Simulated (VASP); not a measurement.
A run of VASP 6.6.1:

POSCAR

```
Co
1.0
    0.0000000000      1.7720500000      1.7720500000
    1.7720500000      0.0000000000      1.7720500000
    1.7720500000      1.7720500000      0.0000000000
Co
1
Direct
    0.0000000000      0.0000000000      0.0000000000
```

INCAR.step1

```
ALGO = Normal ; EDIFF = 1E-4
ENCUT = 520 ; GGA = PE
ISMEAR = -1 ; ISPIN = 2
LASPH = T ; LCHARG = F
LMAXMIX = 4 ; LREAL = F
LWAVE = T ; MAGMOM = 3
NBANDS = 14 ; NELM = 150
PREC = Accurate ; SIGMA = 0.1
```

File INCAR.step2:

```
ALGO = Normal ; EDIFF = 1E-7
ENCUT = 520 ; ISIF = 2
ISMEAR = -1 ; ISPIN = 2
ISTART = 1 ; LASPH = T
LCHARG = F ; LMAXMIX = 4
LMIXTAU = T ; LORBIT = 11
LREAL = F ; LWAVE = F
MAGMOM = 3 ; METAGGA = R2SCAN
NBANDS = 14 ; NELM = 150
PREC = Accurate ; SIGMA = 0.1
```

Contents of KPOINTS:

```
k-points
0
Gamma
  13 13 13
```

Potentials or basis: VASP PAW PBE potentials, release 64 (Co).

Command:

```bash
$ cat potpaw_PBE.64/Co/POTCAR > POTCAR
$ cp INCAR.step1 INCAR
$ mpirun -np 1 vasp_std > vasp.out
$ cp INCAR.step2 INCAR
$ mpirun -np 1 vasp_std > vasp.out
```

Hardware: 1 thread of AMD EPYC 7R13 Processor (Zen 3) (shared host).

Problem. How long does it take, and how much memory?

Solution. Run time: 2.1 min on 1 thread of AMD EPYC 7R13 Processor (Zen 3), on a shared host, peak memory 0.12 GiB. Counts: k points 84.
